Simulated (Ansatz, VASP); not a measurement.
**Al3Cu2: VASP beside Ansatz**

```xyz
5
Lattice="4.1018 0.0000 0.0000 -2.0509 3.5523 0.0000 0.0000 0.0000 4.9899" Properties=species:S:1:pos:R:3 pbc="T T T"
Al    0.0000    0.0000    0.0000
Al    0.0000    2.3682    1.7473
Al    2.0509    1.1841    3.2425
Cu    0.0000    2.3682    4.1923
Cu    2.0509    1.1841    0.7975
```

Alike in both runs: functional r2SCAN; k mesh 12 × 12 × 8; occupations gaussian, width 0.1 eV; no spin polarisation.

Ansatz relaxed the structure, and its values are those at the end. VASP's run is a single point on that final structure, the one shown.

|  | VASP | Ansatz |
| --- | --- | --- |
| version | VASP 6.6.1 | Ansatz 0.2.0 |
| potentials or method | VASP PAW PBE potentials, release 64 (Al, Cu), cutoff 520 eV | scalar-relativistic, plane waves, PAW |
| valence electrons in the cell | 31 | 47 |

```tsv
	VASP	Ansatz	Ansatz less VASP
gap on the k mesh at the Fermi level (eV)	none	none	-
pressure (GPa)	-0.1	0.0	+0.10
```

VASP's potentials were made for PBE, not for r2SCAN. A gap of «none» marks a metal or a gap that the smearing closes. VASP's potentials hold 31 valence electrons a cell and Ansatz's 47, so a difference there can come from the potentials and not from the codes.
